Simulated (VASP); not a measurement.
# Ta (I4/mmm) in VASP: a series of runs

The runs below take Ta through single point, with PBEsol.

Everything below comes from runs of VASP 6.6.1. Logs are shortened: lines on timing, memory, paths and dates and some standing lists are left out, and cuts for length are marked.

**1. The cell of the first run**

It takes space group I4/mmm (No. 139, tetragonal). The conventional cell has a = 3.682 Å, b = 3.682 Å, c = 2.603 Å, α = 90.00°, β = 90.00°, γ = 90.00°. Within 3.4 Å of Ta (site symmetry 4/mmm) lie 10 Ta at 2.60 to 2.91 Å.

**2. Single point, PBEsol**

Contents of INCAR:

```
SYSTEM = Ta
PREC = Accurate ; ENCUT = 520
EDIFF = 1E-6 ; ISMEAR = 0
SIGMA = 0.15 ; LREAL = .FALSE.
LASPH = .TRUE. ; NELM = 100
ALGO = Fast ; ISIF = 2
LWAVE = .FALSE. ; LCHARG = .TRUE.
GGA = PS ; LELF = .TRUE.
LVHAR = .TRUE. ; NBANDS = 12
```

Contents of KPOINTS:

```
Automatic mesh
0
G
  28 28 28
  0 0 0
```

Contents of POSCAR:

```
Ta
1.0
   -1.8412220189      1.8412220189      1.3017439674
    1.8412220189     -1.8412220189      1.3017439674
    1.8412220189      1.8412220189     -1.3017439674
Ta
1
Direct
    0.0000000000      0.0000000000      0.0000000000
```

Potentials or basis: VASP PAW PBE potentials, release 64 (Ta_pv).

On the command line:

```console
> cat potpaw_PBE.64/Ta_pv/POTCAR > POTCAR
> mpirun -np 1 vasp_std > vasp.out
```

OUTCAR:

```text
SYSTEM = Ta
   PREC = Accurate
   ENCUT = 520
   EDIFF = 1E-6
   ISMEAR = 0
   LREAL = .FALSE.
   LASPH = .TRUE.
   NELM = 100
   ISIF = 2
   GGA = PS

 ion  position               nearest neighbor table
   1  0.000  0.000  0.000-

  LATTYP: Found a body centered tetragonal cell.
 ALAT       =     3.6824440378
 C/A-ratio  =     0.7070000000

  Lattice vectors:

 A1 = (  -1.8412220189,   1.8412220189,   1.3017439674)
 A2 = (   1.8412220189,  -1.8412220189,   1.3017439674)
 A3 = (   1.8412220189,   1.8412220189,  -1.3017439674)

Analysis of symmetry for initial positions (statically):
=====================================================================
 Subroutine PRICEL returns:
 Original cell was already a primitive cell.

 Routine SETGRP: Setting up the symmetry group for a
 body centered tetragonal supercell.

 Subroutine GETGRP returns: Found 16 space group operations
 (whereof 16 operations were pure point group operations)
 out of a pool of 16 trial point group operations.

The static configuration has the point symmetry D_4h.

Analysis of symmetry for dynamics (positions and initial velocities):
=====================================================================
 Subroutine PRICEL returns:
 Original cell was already a primitive cell.

 Routine SETGRP: Setting up the symmetry group for a
 body centered tetragonal supercell.

 Subroutine GETGRP returns: Found 16 space group operations
 (whereof 16 operations were pure point group operations)
 out of a pool of 16 trial point group operations.

The dynamic configuration has the point symmetry D_4h.

 Subroutine INISYM returns: Found 16 space group operations
 (whereof 16 operations are pure point group operations),
 and found     1 'primitive' translations

----------------------------------------------------------------------------------------

                                     Primitive cell

  volume of cell :      17.6522

  direct lattice vectors                    reciprocal lattice vectors
    -1.841222019  1.841222019  1.301743967     0.000000000  0.271558777  0.384100109
     1.841222019 -1.841222019  1.301743967     0.271558777  0.000000000  0.384100109
     1.841222019  1.841222019 -1.301743967     0.271558777  0.271558777  0.000000000

  length of vectors
     2.911139709  2.911139709  2.911139709     0.470400960  0.470400960  0.384042106

  position of ions in fractional coordinates (direct lattice)
     0.000000000  0.000000000  0.000000000

  ion indices of the primitive-cell ions
   primitive index   ion index
                 1           1

----------------------------------------------------------------------------------------

 KPOINTS: Automatic mesh

Automatic generation of k-mesh.
 Grid dimensions read from file:
 generate k-points for:   28   28   28

 Generating k-lattice:

  Cartesian coordinates                     Fractional coordinates (reciprocal lattice)
     0.000000000  0.009698528  0.013717861     0.035714286  0.000000000  0.000000000
     0.009698528  0.000000000  0.013717861     0.000000000  0.035714286  0.000000000
     0.009698528  0.009698528  0.000000000     0.000000000  0.000000000  0.035714286

  Length of vectors
     0.016800034  0.016800034  0.013715789

  Shift w.r.t. Gamma in fractional coordinates (k-lattice)
     0.000000000  0.000000000  0.000000000

 Subroutine IBZKPT returns following result:
 ===========================================

 Found   1639 irreducible k-points:

 Following reciprocal coordinates:
            Coordinates               Weight
  0.000000  0.000000  0.000000      1.000000
  0.035714 -0.000000  0.000000      8.000000
  0.071429 -0.000000  0.000000      8.000000
  0.107143 -0.000000  0.000000      8.000000
  0.142857  0.000000  0.000000      8.000000
  0.178571  0.000000 -0.000000      8.000000
[... 16 lines left out ...]
  0.285714  0.035714  0.000000     16.000000
  0.321429  0.035714 -0.000000     16.000000
 [... further k-points ...]
   k-points           NKPTS =   1639   k-points in BZ     NKDIM =   1639   number of bands    NBANDS=     12
   number of dos      NEDOS =    301   number of ions     NIONS =      1
   total plane-waves  NPLWV =  13824
   dimension x,y,z NGX =    24 NGY =   24 NGZ =   24
   dimension x,y,z NGXF=    48 NGYF=   48 NGZF=   48
   ions per type =               1
   NGX,Y,Z   is equivalent  to a cutoff of  13.71, 13.71, 13.71 a.u.
   NGXF,Y,Z  is equivalent  to a cutoff of  27.41, 27.41, 27.41 a.u.
 SYSTEM =  Ta
   PREC   = accura    normal or accurate (medium, high low for compatibility)
   ISTART =      0    job   : 0-new  1-cont  2-samecut
   ICHARG =      2    charge: 1-file 2-atom 10-const
   ISPIN  =      1    spin polarized calculation?
   LNONCOLLINEAR =      F non collinear calculations
   LSORBIT =      F    spin-orbit coupling
   LASPH  =      T    aspherical Exc in radial PAW
   ENCUT  =  520.0 eV  38.22 Ry    6.18 a.u.   5.41  5.41  5.41*2*pi/ulx,y,z
   NELM   =    100;   NELMIN=  2; NELMDL= -5     # of ELM steps
   EDIFF  = 0.1E-05   stopping-criterion for ELM
   LREAL  =      F    real-space projection
   EDIFFG = 0.1E-04   stopping-criterion for IOM
   NSW    =      0    number of steps for IOM
   IBRION =     -1    ionic relax: 0-MD 1-quasi-New 2-CG
   NFREE  =      0    steps in history (QN), initial steepest desc. (CG)
   ISIF   =      2    stress and relaxation
   ISYM   =      2    0-nonsym 1-usesym 2-fastsym
   POTIM  = 0.5000    time-step for ionic-motion
   TEBEG  =    0.0;   TEEND  =   0.0 temperature during run
   PSTRESS=    0.0 pullay stress
   NELECT =      11.0000    total number of electrons
   NUPDOWN=      -1.0000    fix difference up-down
   EMIN   =  10.00;   EMAX   =-10.00  energy-range for DOS
   EFERMI =   0.00;   METHOD = LEGACY
   ISMEAR =     0;   SIGMA  =   0.15  broadening in eV -4-tet -1-fermi 0-gaus
   EFERMI_NEDOS =   21; number of points for ismear=-14 and -15
   IALGO  =     68    algorithm
   IMIX   =      4    mixing-type and parameters
     AMIX     =   0.40;   BMIX     =  1.00
     AMIX_MAG =   1.60;   BMIX_MAG =  1.00
  volume/ion in A,a.u.               =      17.65       119.12
  Fermi-wavevector in a.u.,A,eV,Ry     =   1.398320  2.642441 26.603439  1.955298
  Thomas-Fermi vector in A             =   2.521489
   LORBIT       =      0    0 simple, 1 ext, 2 COOP (PROOUT), +10 PAW based schemes
   GGA     = PS    functional components
   LHFCALC =     F    Hartree Fock is set to
   AEXX    =    0.0000 exact exchange contribution
   IVDW    =     0    specifies the selected vdW correction
   LEPSILON=     F    determine dielectric tensor
   LRPA    =     F    only Hartree local field effects (RPA)
 non-spin polarized calculation
 RMM-DIIS sequential band-by-band and
 Gauss-broadening in eV      SIGMA  =   0.15
  energy-cutoff  :      520.00
  volume of cell :       17.65
 maximum number of plane-waves:       493
 NGX is ok and might be reduce to    24
   NGX = 11   NGY = 11   NGZ = 11

 number of electron      10.9999999 magnetization

 Free energy of the ion-electron system (eV)
  ---------------------------------------------------
  ext. energy  EPLUGINS =         0.00000000
  ---------------------------------------------------
  free energy    TOTEN  =       -12.13462833 eV

  energy without entropy =      -12.12056831  energy(sigma->0) =      -12.12759832

 E-fermi :   5.8151     XC(G=0): -12.7727

 val. band max:        5.8139716030   @ k =   0.4643   0.3214   0.0714
 cond. band min:       5.8170205453   @ k =  -0.2143  -0.3929   0.1429
 fundamental gap:      0.0030489422
 Fermi energy:         5.8150889876

 k-point     1 :       0.0000    0.0000    0.0000
  band No.  band energies     occupation
      1     -27.5457      2.00000
      2     -27.5457      2.00000
      3     -26.8687      2.00000
      4      -2.4535      2.00000
      5       3.7882      2.00000
      6       5.4814      1.99834
      7       9.2945      0.00000
      8       9.2945      0.00000
      9      11.4094      0.00000
     10      19.3445      0.00000
     11      19.3445      0.00000
     12      20.3455      0.00000

 k-point     2 :       0.0357   -0.0000    0.0000
  band No.  band energies     occupation
      1     -27.5500      2.00000
      2     -27.5489      2.00000
      3     -26.8964      2.00000
      4      -2.3810      2.00000
      5       3.8210      2.00000
      6       5.5401      1.99047
      7       9.1930      0.00000
      8       9.1993      0.00000
      9      11.3523      0.00000
     10      19.5200      0.00000
     11      19.5229      0.00000
     12      20.3456      0.00000

 k-point     3 :       0.0714   -0.0000    0.0000
  band No.  band energies     occupation
      1     -27.5633      2.00000
      2     -27.5582      2.00000
      3     -26.9766      2.00000
      4      -2.1669      2.00000
      5       3.9141      2.00000
      6       5.7106      1.67562
      7       8.9136      0.00000
      8       8.9438      0.00000
      9      11.2005      0.00000
     10      20.0022      0.00000
     11      20.0189      0.00000
     12      20.3474      0.00000
[... 286 lines left out ...]
 k-point    23 :       0.2857    0.0357    0.0000
  band No.  band energies     occupation
      1     -28.4302      2.00000
      2     -27.7025      2.00000
      3     -27.6133      2.00000
      4       1.0310      2.00000
      5       3.7279      2.00000
      6       6.0160      0.05824
      7       8.9418      0.00000
      8       9.5094      0.00000
      9      10.8663      0.00000
     10      18.5678      0.00000
     11      20.3483      0.00000
     12      24.0205      0.00000

 k-point    24 :       0.3214    0.0357   -0.0000
  band No.  band energies     occupation
      1     -28.6102      2.00000
      2     -27.7276      2.00000
      3     -27.6370      2.00000
      4       1.2345      2.00000
      5       3.4535      2.00000
      6       6.3518      0.00000
      7       9.3322      0.00000
      8       9.6526      0.00000
      9      11.7743      0.00000
     10      17.9538      0.00000
     11      20.3456      0.00000
     12      23.1265      0.00000

 [... further k-points ...]
[... 5 lines left out ...]
  --------------------------------------------------------------------------------------
  -------------------------------------------------------------------------------------
  Total        0.0984587      0.0984587      2.6940360      0.0000000      0.0000000      0.0000000
  in kB        8.9364897      8.9364897    244.5209561      0.0000000      0.0000000      0.0000000
  external PRESSURE =      87.4646452 kB  Pullay stress =       0.0000000 kB

 VOLUME and BASIS-vectors are now :
 -----------------------------------------------------------------------------
  energy-cutoff  :      520.00
  volume of cell :       17.65
      direct lattice vectors                 reciprocal lattice vectors
    -1.841222019  1.841222019  1.301743967     0.000000000  0.271558777  0.384100109
     1.841222019 -1.841222019  1.301743967     0.271558777  0.000000000  0.384100109
     1.841222019  1.841222019 -1.301743967     0.271558777  0.271558777  0.000000000

 POSITION                                       TOTAL-FORCE (eV/Angst)
 -----------------------------------------------------------------------------------
      0.00000      0.00000      0.00000         0.000000     -0.000000      0.000000
 -----------------------------------------------------------------------------------
    total drift:                               -0.000000      0.000000     -0.000000

  FREE ENERGIE OF THE ION-ELECTRON SYSTEM (eV)
  ---------------------------------------------------
  free  energy   TOTEN  =       -12.1346283307 eV

  energy  without entropy=      -12.1205683113  energy(sigma->0) =      -12.12759832
```

Wall time 9.3 min (1 thread of Intel Xeon 8259CL, shared host); peak memory 0.43 GiB.

Results:

* Free energy: -12.1346 eV
* Pressure: 8.7 GPa
* Band gap on the k mesh: zero (an odd number of electrons rules out a gap without spin polarisation)

Caveat: the stress differs along the axes, from 1 to 24 GPa; the PAW data sets were made with another functional, which shifts forces and pressure a little; spin-orbit coupling is left out, which moves the levels of the heavy elements.

**3. Single point, PBEsol**

Contents of INCAR:

```
PREC     = Accurate       # precision mode
ENCUT    = 520            # plane-wave cutoff, eV
EDIFF    = 1E-6           # SCF threshold, eV
ISMEAR   = 0              # smearing method
SIGMA    = 0.15           # smearing width, eV
LREAL    = False          # projectors in reciprocal space
LASPH    = True           # aspherical terms in the spheres
NELM     = 80             # most SCF steps
ALGO     = Fast           # electronic algorithm
ISIF     = 2              # what is computed and relaxed
LWAVE    = False          # write WAVECAR
LCHARG   = False          # write CHGCAR
GGA      = PS             # functional
NBANDS   = 12             # bands
```

Contents of KPOINTS:

```
Automatic mesh
0
Gamma
  28 28 28
```

Contents of POSCAR:

```
Ta
1.0
   -1.7315684173      1.7315684173      1.4718331547
    1.7315684173     -1.7315684173      1.4718331547
    1.7315684173      1.7315684173     -1.4718331547
Ta
1
Direct
    0.0000000000      0.0000000000      0.0000000000
```

Potentials or basis: VASP PAW PBE potentials, release 64 (Ta_pv).

On the command line:

```console
> cat potpaw_PBE.64/Ta_pv/POTCAR > POTCAR
> mpirun -np 1 vasp_std > vasp.out
```

Run time: 8.4 min. Hardware: 1 thread of Intel Xeon 8259CL, shared host; peak memory 0.43 GiB.

Results (log left out):

- Free energy: -12.4725 eV
- Pressure: 3.0 GPa
- Band gap on the k mesh: zero (an odd number of electrons rules out a gap without spin polarisation)

Stress tensor (GPa, compression positive):
```
-1.70  0.00  0.00
 0.00 -1.70  0.00
 0.00  0.00 12.29
```

Levels at points of the mesh, in eV from the Fermi level:
```
           k point  band 3  band 4  band 5  band 6  band 7  band 8
(0.00, 0.00, 0.00)  -33.03   -8.15   -0.70    1.61    1.61    2.11
(0.50, 0.00, 0.00)  -33.22   -4.58   -2.36    2.10    3.62    6.60
(0.50, 0.50, 0.00)  -33.05   -4.72   -0.03    0.80    1.88    3.92
(0.50, 0.50, 0.50)  -33.63   -4.28   -3.90    6.75    6.75    7.34
```

Caveat: the stress differs along the axes, from -2 to 12 GPa; the PAW data sets were made with another functional, which shifts forces and pressure a little; spin-orbit coupling is left out, which moves the levels of the heavy elements.

**4. Single point, PBEsol**

Contents of INCAR:

```
SYSTEM = Ta
ALGO = Fast ; EDIFF = 1E-6
ENCUT = 520 ; GGA = PS
ISIF = 2 ; ISMEAR = 0
LASPH = .True. ; LCHARG = .False.
LREAL = .False. ; LWAVE = .False.
NBANDS = 12 ; NELM = 80
PREC = Accurate ; SIGMA = 0.15
```

Contents of KPOINTS:

```
k-points
0
Gamma
  28 28 28
  0 0 0
```

Contents of POSCAR:

```
Ta
1.0
   -1.5435435330      1.5435435330      1.8522522395
    1.5435435330     -1.5435435330      1.8522522395
    1.5435435330      1.5435435330     -1.8522522395
Ta
1
Direct
    0.0000000000      0.0000000000      0.0000000000
```

On the command line:

```console
> cat potpaw_PBE.64/Ta_pv/POTCAR > POTCAR
> mpirun -np 1 vasp_std > vasp.out
```

It took 9.1 min on 1 thread of Intel Xeon 8259CL, shared host; peak memory 0.44 GiB.

Results (log left out):

| Property | Result |
| --- | --- |
| Free energy | -12.4307 eV |
| Pressure | 3.2 GPa |
| Band gap on the k mesh | zero (an odd number of electrons rules out a gap without spin polarisation) |

Stress tensor (GPa, compression positive):
```
 8.77  0.00  0.00
 0.00  8.77  0.00
 0.00  0.00 -8.05
```

Levels at points of the mesh, in eV from the Fermi level:
| k point | band 2 | band 3 | band 4 | band 5 | band 6 | band 7 | band 8 | band 9 |
| --- | --- | --- | --- | --- | --- | --- | --- | --- |
| (0.00, 0.00, 0.00) | -33.11 | -33.11 | -8.18 | 0.20 | 0.20 | 2.18 | 2.25 | 4.77 |
| (0.50, 0.00, 0.00) | -33.41 | -33.16 | -4.67 | -0.79 | 1.22 | 1.85 | 5.54 | 7.26 |
| (0.50, 0.50, 0.00) | -33.61 | -33.29 | -4.61 | -3.01 | 2.51 | 5.71 | 6.02 | 7.96 |
| (0.50, 0.50, 0.50) | -33.79 | -33.79 | -4.38 | -3.77 | 5.76 | 6.46 | 7.13 | 7.13 |

Caveat: the stress differs along the axes, from -8 to 9 GPa; the PAW data sets were made with another functional, which shifts forces and pressure a little; spin-orbit coupling is left out, which moves the levels of the heavy elements.

**5. Single point, PBEsol**

Contents of INCAR:

```
  PREC = Accurate
  ENCUT = 520
  EDIFF = 1E-6
  ISMEAR = 0
  SIGMA = 0.15
  LREAL = F
  LASPH = T
  NELM = 100
  ALGO = Fast
  ISIF = 2
  LWAVE = F
  LCHARG = F
  GGA = PS
  NBANDS = 12
```

Contents of KPOINTS:

```
regular mesh
0
Gamma
  28 28 28
```

Contents of POSCAR:

```
Ta
1.0
   -1.7818908468      1.7818908468      1.3898748605
    1.7818908468     -1.7818908468      1.3898748605
    1.7818908468      1.7818908468     -1.3898748605
Ta
1
Direct
    0.0000000000      0.0000000000      0.0000000000
```

On the command line:

```console
> cat potpaw_PBE.64/Ta_pv/POTCAR > POTCAR
> mpirun -np 1 vasp_std > vasp.out
```

Run time: 8.2 min. Hardware: 1 thread of Intel Xeon 8259CL, shared host; peak memory 0.43 GiB.

Results (log left out):

```yaml
Free_energy: -12.3393 eV
Pressure: 5.9 GPa
Band_gap_on_the_k_mesh: zero (an odd number of electrons rules out a gap without spin polarisation)
```

Stress tensor (GPa, compression positive):
```
-3.74  0.00  0.00
 0.00 -3.74  0.00
 0.00  0.00 25.11
```

Levels at points of the mesh, in eV from the Fermi level:
```
           k point  band 1  band 2  band 3  band 4  band 5  band 6  band 7  band 8  band 9  band 10
(0.00, 0.00, 0.00)  -33.34  -33.34  -33.05   -8.30   -1.45    0.86    2.27    2.27    5.43    13.78
(0.50, 0.00, 0.00)  -34.61  -33.70  -33.48   -4.70   -2.76    2.35    3.23    7.00    7.22    11.73
(0.50, 0.50, 0.00)  -34.54  -33.28  -33.25   -4.96    0.27    0.70    0.96    3.27    7.38    10.69
(0.50, 0.50, 0.50)  -34.29  -34.29  -33.52   -4.53   -4.04    6.49    6.49    6.71    6.71     7.41
```

Caveat: the stress differs along the axes, from -4 to 25 GPa; the PAW data sets were made with another functional, which shifts forces and pressure a little; spin-orbit coupling is left out, which moves the levels of the heavy elements.

**6. Overview**

```tsv
cell	gap on the mesh (eV)	pressure (GPa)
a = 2.911 Å, angles 101.5, 101.5, 126.9°, 1 atom	none	8.7
a = 2.857 Å, angles 105.4, 105.4, 118.0°, 1 atom	none	3.0
a = 2.863 Å, angles 114.7, 114.7, 99.4°, 1 atom	none	3.2
a = 2.878 Å, angles 103.5, 103.5, 122.2°, 1 atom	none	5.9
```

Alike in all rows: task single point; level PBEsol; potentials or basis VASP PAW PBE potentials, release 64 (Ta_pv); no spin polarisation; k mesh 28 × 28 × 28; cutoff (eV) 520; smearing gaussian 0.15 eV.

Caveats: the PAW data sets were made with another functional, which shifts forces and pressure a little; spin-orbit coupling is left out, which moves the levels of the heavy elements; the stress differs along the axes, from 1 to 24 GPa (at least some runs); the stress differs along the axes, from -2 to 12 GPa (at least some runs); the stress differs along the axes, from -8 to 9 GPa (at least some runs); the stress differs along the axes, from -4 to 25 GPa (at least some runs).

Total energies depend on the potentials used, so only differences within one code and one set of settings carry meaning.
